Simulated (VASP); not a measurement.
# IrRh3 (Pm-3m) in VASP: relaxation of cell and atoms with LDA

Aim: the relaxation of cell and atoms of IrRh3 with LDA.

All numbers are computed with VASP 6.6.1; they aren't measurements. Logs are shortened: lines on timing, memory, paths and dates and some standing lists are left out, and cuts for length are marked.

## Step 1: The cell of the first run

The structure is cubic, space group Pm-3m (No. 221). Conventional cell: a = 3.817 Å, b = 3.817 Å, c = 3.817 Å, α = 90.00°, β = 90.00°, γ = 90.00°. Ir (site symmetry m-3m) has 12 Rh at 2.70 Å within 3.6 Å. Rh (site symmetry 4/mmm) has 4 Ir at 2.70 Å and 8 Rh at 2.70 Å within 3.6 Å.

## Step 2: Relaxation of cell and atoms, LDA

File INCAR:

```
SYSTEM = IrRh3
PREC = Accurate
ENCUT = 620
EDIFF = 1E-7
ISMEAR = -1
SIGMA = 0.05
LREAL = .False.
LASPH = .True.
NELM = 120
ALGO = Normal
ISIF = 3
LWAVE = .False.
LCHARG = .False.
IBRION = 2
NSW = 80
EDIFFG = -0.01
GGA_COMPAT = .False.
NELMIN = 4
```

File KPOINTS:

```
Automatic mesh
0
Gamma
  6 6 6
  0 0 0
```

File POSCAR:

```
IrRh3
1.0
    3.8170602900      0.0000000000      0.0000000000
    0.0000000000      3.8170602900      0.0000000000
    0.0000000000      0.0000000000      3.8170602900
Ir Rh
1 3
Direct
    0.0000000000      0.0000000000      0.0000000000
    0.0000000000      0.5000000013      0.5000000013
    0.5000000013      0.0000000000      0.5000000013
    0.5000000013      0.5000000013      0.0000000000
```

Potentials or basis: VASP PAW LDA potentials, release 64 (Ir_sv_GW, Rh_sv_GW).

Launch:

```bash
$ cat potpaw_LDA.64/Ir_sv_GW/POTCAR potpaw_LDA.64/Rh_sv_GW/POTCAR > POTCAR
$ mpirun -np 1 vasp_std > vasp.out
```

OUTCAR:

```text
SYSTEM = IrRh3
   PREC = Accurate
   ENCUT = 620
   EDIFF = 1E-7
   ISMEAR = -1
   LREAL = .False.
   LASPH = .True.
   NELM = 120
   ISIF = 3
   IBRION = 2
   NSW = 80
   EDIFFG = -0.01
   NELMIN = 4

 ion  position               nearest neighbor table
   1  0.000  0.000  0.000-   2 2.70   3 2.70   4 2.70   4 2.70   2 2.70   3 2.70   3 2.70   4 2.70
                             2 2.70   3 2.70   2 2.70   4 2.70
   2  0.000  0.500  0.500-   1 2.70   1 2.70   1 2.70   1 2.70
   3  0.500  0.000  0.500-   1 2.70   1 2.70   1 2.70   1 2.70
   4  0.500  0.500  0.000-   1 2.70   1 2.70   1 2.70   1 2.70

  LATTYP: Found a simple cubic cell.
 ALAT       =     3.8170602900

  Lattice vectors:

 A1 = (   3.8170602900,   0.0000000000,   0.0000000000)
 A2 = (   0.0000000000,   3.8170602900,   0.0000000000)
 A3 = (   0.0000000000,   0.0000000000,   3.8170602900)

Analysis of symmetry for initial positions (statically):
=====================================================================
 Subroutine PRICEL returns:
 Original cell was already a primitive cell.

 Routine SETGRP: Setting up the symmetry group for a
 simple cubic supercell.

 Subroutine GETGRP returns: Found 48 space group operations
 (whereof 48 operations were pure point group operations)
 out of a pool of 48 trial point group operations.

The static configuration has the point symmetry O_h .

Analysis of symmetry for dynamics (positions and initial velocities):
=====================================================================
 Subroutine PRICEL returns:
 Original cell was already a primitive cell.

 Routine SETGRP: Setting up the symmetry group for a
 simple cubic supercell.

 Subroutine GETGRP returns: Found 48 space group operations
 (whereof 48 operations were pure point group operations)
 out of a pool of 48 trial point group operations.

The dynamic configuration has the point symmetry O_h .

 Subroutine INISYM returns: Found 48 space group operations
 (whereof 48 operations are pure point group operations),
 and found     1 'primitive' translations

----------------------------------------------------------------------------------------

                                     Primitive cell

  volume of cell :      55.6144

  direct lattice vectors                    reciprocal lattice vectors
     3.817060290  0.000000000  0.000000000     0.261981715  0.000000000  0.000000000
[... 73 lines left out ...]
   NGX,Y,Z   is equivalent  to a cutoff of  13.94, 13.94, 13.94 a.u.
   NGXF,Y,Z  is equivalent  to a cutoff of  27.87, 27.87, 27.87 a.u.
 SYSTEM =  IrRh3
   PREC   = accura    normal or accurate (medium, high low for compatibility)
   ISTART =      0    job   : 0-new  1-cont  2-samecut
   ICHARG =      2    charge: 1-file 2-atom 10-const
   ISPIN  =      1    spin polarized calculation?
   LNONCOLLINEAR =      F non collinear calculations
   LSORBIT =      F    spin-orbit coupling
   LASPH  =      T    aspherical Exc in radial PAW
   ENCUT  =  620.0 eV  45.57 Ry    6.75 a.u.   7.75  7.75  7.75*2*pi/ulx,y,z
   NELM   =    120;   NELMIN=  4; NELMDL= -5     # of ELM steps
   EDIFF  = 0.1E-06   stopping-criterion for ELM
   LREAL  =      F    real-space projection
   EDIFFG = -.1E-01   stopping-criterion for IOM
   NSW    =     80    number of steps for IOM
   IBRION =      2    ionic relax: 0-MD 1-quasi-New 2-CG
   NFREE  =      1    steps in history (QN), initial steepest desc. (CG)
   ISIF   =      3    stress and relaxation
   ISYM   =      2    0-nonsym 1-usesym 2-fastsym
   POTIM  = 0.5000    time-step for ionic-motion
   TEBEG  =    0.0;   TEEND  =   0.0 temperature during run
   PSTRESS=    0.0 pullay stress
   NELECT =      68.0000    total number of electrons
   NUPDOWN=      -1.0000    fix difference up-down
   EMIN   =  10.00;   EMAX   =-10.00  energy-range for DOS
   EFERMI =   0.00;   METHOD = LEGACY
   ISMEAR =    -1;   SIGMA  =   0.05  broadening in eV -4-tet -1-fermi 0-gaus
   EFERMI_NEDOS =   21; number of points for ismear=-14 and -15
   IALGO  =     38    algorithm
   IMIX   =      4    mixing-type and parameters
     AMIX     =   0.40;   BMIX     =  1.00
     AMIX_MAG =   1.60;   BMIX_MAG =  1.00
  volume/ion in A,a.u.               =      13.90        93.83
  Fermi-wavevector in a.u.,A,eV,Ry     =   1.750581  3.308118 41.695496  3.064532
  Thomas-Fermi vector in A             =   2.821272
   LORBIT       =      0    0 simple, 1 ext, 2 COOP (PROOUT), +10 PAW based schemes
   GGA     = CA    functional components
   LHFCALC =     F    Hartree Fock is set to
   AEXX    =    0.0000 exact exchange contribution
   IVDW    =     0    specifies the selected vdW correction
   LEPSILON=     F    determine dielectric tensor
   LRPA    =     F    only Hartree local field effects (RPA)
 conjugate gradient relaxation of ions
 non-spin polarized calculation
  energy-cutoff  :      620.00
  volume of cell :       55.61
 maximum number of plane-waves:      1980
 NGX is ok and might be reduce to    32
   NGX = 15   NGY = 15   NGZ = 15

--------------------------------------- Ionic step        1  -------------------------------------------

 number of electron      68.0000020 magnetization

 Free energy of the ion-electron system (eV)
  ---------------------------------------------------
  ext. energy  EPLUGINS =         0.00000000
  ---------------------------------------------------
  free energy    TOTEN  =       -34.43465515 eV

  energy without entropy =      -34.40230422  energy(sigma->0) =      -34.41847968

------------------------ aborting loop because EDIFF is reached ----------------------------------------

  FORCE on cell =-STRESS in cart. coord.  units (eV):
  Direction    XX          YY          ZZ          XY          YZ          ZX
  --------------------------------------------------------------------------------------
  -------------------------------------------------------------------------------------
  Total       -4.0926434     -4.0926434     -4.0926434      0.0000000      0.0000000      0.0000000
  in kB     -117.9036979   -117.9036979   -117.9036979      0.0000000      0.0000000      0.0000000
  external PRESSURE =    -117.9036979 kB  Pullay stress =       0.0000000 kB
[... 101 lines left out ...]
--------------------------------------- Ionic step        4  -------------------------------------------

 number of electron      67.9999991 magnetization

 Free energy of the ion-electron system (eV)
  ---------------------------------------------------
  ext. energy  EPLUGINS =         0.00000000
  ---------------------------------------------------
  free energy    TOTEN  =       -34.51281618 eV

  energy without entropy =      -34.48228556  energy(sigma->0) =      -34.49755087

 E-fermi :  11.7055     XC(G=0): -14.7329

 val. band max:       11.6736497149   @ k =   0.3333   0.3333   0.0000
 cond. band min:      11.7239876679   @ k =   0.5000   0.1667   0.1667
 fundamental gap:      0.0503379530
 Fermi energy:        11.7054665438

 k-point     1 :       0.0000    0.0000    0.0000
  band No.  band energies     occupation
      1     -80.4932      2.00000
      2     -66.9364      2.00000
      3     -66.8066      2.00000
      4     -66.8066      2.00000
      5     -37.5795      2.00000
      6     -37.5795      2.00000
[... 880 lines left out ...]
  FREE ENERGIE OF THE ION-ELECTRON SYSTEM (eV)
  ---------------------------------------------------
  free  energy   TOTEN  =       -34.5128161769 eV

  energy  without entropy=      -34.4822855562  energy(sigma->0) =      -34.49755087

 reached required accuracy - stopping structural energy minimisation
```

CONTCAR:

```text
IrRh3
   1.00000000000000
     3.7699652294714330    0.0000000000000000    0.0000000000000000
     0.0000000000000000    3.7699652294714330    0.0000000000000000
    -0.0000000000000000    0.0000000000000000    3.7699652294714330
  Ir              Rh
     1     3
Direct
     0.0000000000000000    0.0000000000000000    0.0000000000000000
     0.0000000000000000    0.5000000013000019    0.5000000013000019
     0.5000000013000019    0.0000000000000000    0.5000000013000019
     0.5000000013000019    0.5000000013000019    0.0000000000000000

  0.00000000E+00  0.00000000E+00  0.00000000E+00
  0.00000000E+00  0.00000000E+00  0.00000000E+00
  0.00000000E+00  0.00000000E+00  0.00000000E+00
  0.00000000E+00  0.00000000E+00  0.00000000E+00
```

It took 4.8 min on 1 thread of Intel Xeon Platinum 8259CL at 2.50GHz (Skylake/Cascade Lake), shared host; peak memory 0.21 GiB.

Results:

```yaml
Free_energy: -34.5128 eV
Relaxed_volume: 13.40 Å³/atom
Relaxed_cell: a = 3.770 Å, b = 3.770 Å, c = 3.770 Å, α = 90.00°, β = 90.00°, γ = 90.00°
Space_group_after_relaxing_to_0.1_Å: Pm-3m (No. 221)
Energy_gained_by_relaxing: 19.5 meV/atom
Ionic_steps: 4
Pressure_after_relaxing: -0.1 GPa
Band_gap_on_the_k_mesh: zero (bands 34 and 35 overlap by 2.01 eV)
```

Step by step:
```
step  energy change (eV)  largest force (eV/Å)  pressure (GPa)  volume (Å³)
   1              0.0000                0.0000          -11.79        55.61
   2              0.7626                0.0000           52.03        47.78
   3             -0.0780                0.0000           -0.61        53.66
   4             -0.0782                0.0000           -0.09        53.58
```

Final structure:
```yaml
crystal:
  lattice:
    - [3.76997, 0.00000, 0.00000]
    - [0.00000, 3.76997, 0.00000]
    - [0.00000, 0.00000, 3.76997]
  atoms:
    - { symbol: Ir, position: [0.00000, 0.00000, 0.00000] }
    - { symbol: Rh, position: [0.00000, 0.50000, 0.50000] }
    - { symbol: Rh, position: [0.50000, 0.00000, 0.50000] }
    - { symbol: Rh, position: [0.50000, 0.50000, 0.00000] }
```

Caveat: spin-orbit coupling is left out, which moves the levels of the heavy elements.

The gap in the log of VASP goes by the Fermi energy; the results here count the filled bands.